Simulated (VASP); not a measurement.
# CuSi16 (a cell with a defect) in VASP: notebook, part 2 of 2

VASP 6.6.1. The steps go on from the part before.

## Step 4: Single point, PBE+D3(BJ)

The input, INCAR:

```
SYSTEM = CuSi16
PREC = Accurate
ENCUT = 520
EDIFF = 1E-7
ISMEAR = -1
SIGMA = 0.02
LREAL = Auto
LASPH = .TRUE.
NELM = 100
ALGO = Normal
ISIF = 2
LWAVE = .FALSE.
LCHARG = .FALSE.
GGA = PE
IVDW = 12
NBANDS = 52
NELECT = 74.0
```

The input, KPOINTS:

```
Automatic mesh
0
G
  2 2 2
  0 0 0
```

The input, POSCAR:

```
CuSi16
1.0
    0.0000000000      5.4300000000      5.4300000000
    5.4300000000      0.0000000000      5.4300000000
    5.4300000000      5.4300000000      0.0000000000
Si Cu
16 1
Direct
   -0.0141483425      0.0026873849      0.0026468692
    0.0993680479      0.1330301105      0.1328901473
   -0.0131079190      0.0013779006      0.5054069982
    0.1225521179      0.1153117864      0.6300318600
   -0.0129280847      0.5056256906      0.0012087477
    0.1223986188      0.6300923573      0.1156936464
    0.0292173112      0.4890622468      0.4894405157
    0.1267495396      0.6290292818      0.6287421731
    0.4703397790      0.0078255985      0.0075491713
    0.6134375691      0.1230090239      0.1232556169
    0.4963169429     -0.0139587477      0.5060963168
    0.6151245856      0.1270579190      0.6365236648
    0.4962657459      0.5061200737     -0.0133532228
    0.6150714549      0.6366755064      0.1271202578
    0.5009068140      0.5112243094      0.5109191529
    0.6573388582      0.6182117864      0.6188721915
    0.4568115101      0.3498984346      0.3507267956
```

Potentials or basis: VASP PAW PBE potentials, release 64 (Si, Cu).

Command:

```sh
> cat potpaw_PBE.64/Si/POTCAR potpaw_PBE.64/Cu/POTCAR > POTCAR
> mpirun -np 1 vasp_std > vasp.out
```

OUTCAR:

```text
SYSTEM = CuSi16
   PREC = Accurate
   ENCUT = 520
   EDIFF = 1E-7
   ISMEAR = -1
   LREAL = Auto
   LASPH = .TRUE.
   NELM = 100
   ISIF = 2
   GGA = PE
   IVDW = 12
   NELECT = 74.0
 IVDW          = 12

 ion  position               nearest neighbor table
   1  0.986  0.003  0.003-  10 2.34   6 2.34   4 2.34   2 2.35
   2  0.099  0.133  0.133-   9 2.33   3 2.34   5 2.34   1 2.35
   3  0.987  0.001  0.505-  12 2.33   2 2.34   8 2.34   4 2.35
   4  0.123  0.115  0.630-   1 2.34  11 2.34   3 2.35   7 2.35
   5  0.987  0.506  0.001-  14 2.33   2 2.34   8 2.34   6 2.35
   6  0.122  0.630  0.116-   1 2.34  13 2.34   5 2.35   7 2.35
   7  0.029  0.489  0.489-  16 2.33   4 2.35   6 2.35   8 2.37  17 2.68
   8  0.127  0.629  0.629-   3 2.34   5 2.34  15 2.35   7 2.37
   9  0.470  0.008  0.008-   2 2.33  12 2.33  14 2.33  10 2.35
  10  0.613  0.123  0.123-   1 2.34   9 2.35  11 2.40  13 2.40  17 2.53
  11  0.496  0.986  0.506-  16 2.32   4 2.34  17 2.35  10 2.40  12 2.45
  12  0.615  0.127  0.637-   9 2.33   3 2.33  15 2.41  11 2.45  17 2.46
  13  0.496  0.506  0.987-  16 2.32   6 2.34  17 2.35  10 2.40  14 2.45
  14  0.615  0.637  0.127-   9 2.33   5 2.33  15 2.41  13 2.45  17 2.47
  15  0.501  0.511  0.511-  16 2.34   8 2.35  17 2.35  14 2.41  12 2.41
  16  0.657  0.618  0.619-  13 2.32  11 2.32   7 2.33  15 2.34
  17  0.457  0.350  0.351-  11 2.35  13 2.35  15 2.35  12 2.46  14 2.47  10 2.53   7 2.68

  LATTYP: Found a face centered cubic cell.
 ALAT       =    10.8600000000

  Lattice vectors:

 A1 = (   0.0000000000,   5.4300000000,   5.4300000000)
 A2 = (   5.4300000000,   0.0000000000,   5.4300000000)
 A3 = (   5.4300000000,   5.4300000000,   0.0000000000)

Analysis of symmetry for initial positions (statically):
=====================================================================
 Subroutine PRICEL returns:
 Original cell was already a primitive cell.

 Routine SETGRP: Setting up the symmetry group for a
 face centered cubic supercell.

 Subroutine GETGRP returns: Found  1 space group operations
 (whereof  1 operations were pure point group operations)
 out of a pool of 48 trial point group operations.

The static configuration has the point symmetry C_1 .

[... 151 lines left out ...]
   LHFCALC =     F    Hartree Fock is set to
   AEXX    =    0.0000 exact exchange contribution
   IVDW    =    12    specifies the selected vdW correction
   LEPSILON=     F    determine dielectric tensor
   LRPA    =     F    only Hartree local field effects (RPA)
 non-spin polarized calculation
  energy-cutoff  :      520.00
  volume of cell :      320.21
 maximum number of plane-waves:      8646
 NGX is ok and might be reduce to    60
   NGX = 29   NGY = 29   NGZ = 29

 number of electron      74.0000000 magnetization

 Free energy of the ion-electron system (eV)
  ---------------------------------------------------
  ext. energy  EPLUGINS =         0.00000000
  ---------------------------------------------------
  free energy    TOTEN  =       -94.22245402 eV

  energy without entropy =      -94.22125327  energy(sigma->0) =      -94.22185364

 E-fermi :   6.4061     XC(G=0):  -9.6099

 val. band max:        6.3334699671   @ k =   0.0000   0.0000   0.0000
 cond. band min:       6.4787391413   @ k =   0.0000   0.0000   0.0000
 fundamental gap:      0.1452691742
 Fermi energy:         6.4061261844

 k-point     1 :       0.0000    0.0000    0.0000
  band No.  band energies     occupation
      1      -5.8946      2.00000
      2      -3.5314      2.00000
      3      -3.5140      2.00000
      4      -3.4878      2.00000
      5      -3.4663      2.00000
      6      -2.0057      2.00000
[... 405 lines left out ...]
     48      10.4672      0.00000
     49      10.4843      0.00000
 [bands above 49 left out]

------------------------ aborting loop because EDIFF is reached ----------------------------------------

 Edisp (eV)   -5.67138

 E8    (eV) :    -2.3524

  FORCE on cell =-STRESS in cart. coord.  units (eV):
  Direction    XX          YY          ZZ          XY          YZ          ZX
  --------------------------------------------------------------------------------------
  -------------------------------------------------------------------------------------
  Total      -7.77994    -7.17363    -7.22084    -0.13030    -0.75190    -0.14941
  in kB     -38.92758   -35.89387   -36.13005    -0.65196    -3.76222    -0.74760
  external pressure =      -36.98 kB  Pullay stress =        0.00 kB

 VOLUME and BASIS-vectors are now :
 -----------------------------------------------------------------------------
  energy-cutoff  :      520.00
  volume of cell :      320.21
      direct lattice vectors                 reciprocal lattice vectors
     0.000000000  5.430000000  5.430000000    -0.092081031  0.092081031  0.092081031
     5.430000000  0.000000000  5.430000000     0.092081031 -0.092081031  0.092081031
     5.430000000  5.430000000  0.000000000     0.092081031  0.092081031 -0.092081031

 POSITION                                       TOTAL-FORCE (eV/Angst)
 -----------------------------------------------------------------------------------
      0.02896      5.36755      5.36777         0.000282      0.004854      0.005558
      1.44395      1.26116      1.26192        -0.000676     -0.016314     -0.011029
      2.75184      8.10318      5.36631         0.002141      0.013372      0.012165
      4.04722      4.08653      1.29160         0.004868     -0.005323      0.001934
      2.75211      5.36636      8.10535         0.006184      0.003997      0.009303
      4.04962      1.29284      4.08603        -0.004200      0.007033     -0.006941
[... 9 lines left out ...]
      6.71737      6.92983      6.92624        -0.013020     -0.006843     -0.004611
      3.80439      4.38493      4.38043         0.009341     -0.017197     -0.004298
 -----------------------------------------------------------------------------------
    total drift:                                0.005062      0.003164      0.004977

  FREE ENERGIE OF THE ION-ELECTRON SYSTEM (eV)
  ---------------------------------------------------
  free  energy   TOTEN  =       -99.8938295846 eV

  energy  without entropy=      -99.8926288410  energy(sigma->0) =      -99.89322921
```

stdout:

```text
POSCAR found type information on POSCAR SiCu
 POSCAR found :  2 types and      17 ions
 scaLAPACK will be used
 LDA part: xc-table for (Slater+PW92), standard interpolation
 POSCAR, INCAR and KPOINTS ok, starting setup
 FFT: planning ... GRIDC
 FFT: planning ... GRID_SOFT
 FFT: planning ... GRID
 WAVECAR not read
 entering main loop
 the old and the new charge density differ
 old charge density:    75.00000 new   74.00000
    0.225E+01
```

Wall time 4.1 min (1 thread of Intel Xeon 6975P-C (Granite Rapids), shared host); peak memory 0.48 GiB.

What came out:

```yaml
Free_energy: -99.8938 eV
Largest_force: 0.024 eV/Å
Dispersion_energy_per_atom: -0.334 eV
```

Forces on the atoms (eV/Å):
```
Si   0.000  0.005  0.006
Si  -0.001 -0.016 -0.011
Si   0.002  0.013  0.012
Si   0.005 -0.005  0.002
Si   0.006  0.004  0.009
Si  -0.004  0.007 -0.007
Si   0.005 -0.011 -0.001
Si  -0.012  0.000 -0.014
Si   0.006  0.010  0.006
Si  -0.002 -0.009 -0.003
Si   0.003  0.019  0.007
Si  -0.003 -0.011 -0.012
Si   0.001  0.002  0.005
Si  -0.008 -0.003 -0.002
Si   0.005  0.019  0.013
Si  -0.013 -0.007 -0.005
Cu   0.009 -0.017 -0.004
```

Caveat: the k points lie up to 0.50 Å⁻¹ apart; the cell carries a net charge on a neutralising background, which shifts energy and pressure; the cell is charged against a uniform background, so pressure and absolute levels hang on convention.
